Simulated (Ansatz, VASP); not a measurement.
KBr: VASP beside Ansatz

Contents of INCAR:

```
ALGO = Normal
EDIFF = 1E-6
ENCUT = 500
GGA = PE
GGA_COMPAT = False
ISIF = 2
ISMEAR = 1
LASPH = True
LCHARG = True
LELF = True
LREAL = False
LVHAR = True
LWAVE = False
NBANDS = 15
NELM = 120
PREC = Accurate
SIGMA = 0.5
```

Contents of KPOINTS:

```
k-points
0
Gamma
  4 4 4
```

File POSCAR:

```
KBr
1.0
    0.0000000000      3.3022478341      3.3022478341
    3.3022478341      0.0000000000      3.3022478341
    3.3022478341      3.3022478341      0.0000000000
K Br
1 1
Direct
    0.0000000000      0.0000000000      0.0000000000
    0.5000000000      0.5000000000      0.5000000000
```

Input for Ansatz:

```yaml
crystal:
  lattice:
    - [0.0, 3.3022478341, 3.3022478341]
    - [3.3022478341, 0.0, 3.3022478341]
    - [3.3022478341, 3.3022478341, 0.0]
  atoms:
    - { symbol: K, position: [0.0, 0.0, 0.0] }
    - { symbol: Br, position: [0.5, 0.5, 0.5] }
kpoints:
  mp_grid: { grid: [4, 4, 4] }
hamiltonian:
  xc: pbe
scf:
  occupations: { method: methfessel_paxton, width: 0.5 }
  n_extra_bands: 4
output:
  forces: true
  stress: true
  eigenvalues: true
```

Alike in both runs: task single point; functional PBE; k mesh 4 × 4 × 4; occupations methfessel-paxton of order 1, width 0.5 eV; no spin polarisation.

```csv
,VASP,Ansatz
version,VASP 6.6.1,Ansatz 0.2.0
potentials or method,"VASP PAW PBE potentials, release 64 (K_sv, Br)",plane waves
plane-wave cutoff (eV),500,420
valence electrons in the cell,16,16
```

```tsv
	VASP	Ansatz	Ansatz less VASP
pressure (GPa)	0.6	0.7	+0.09
```
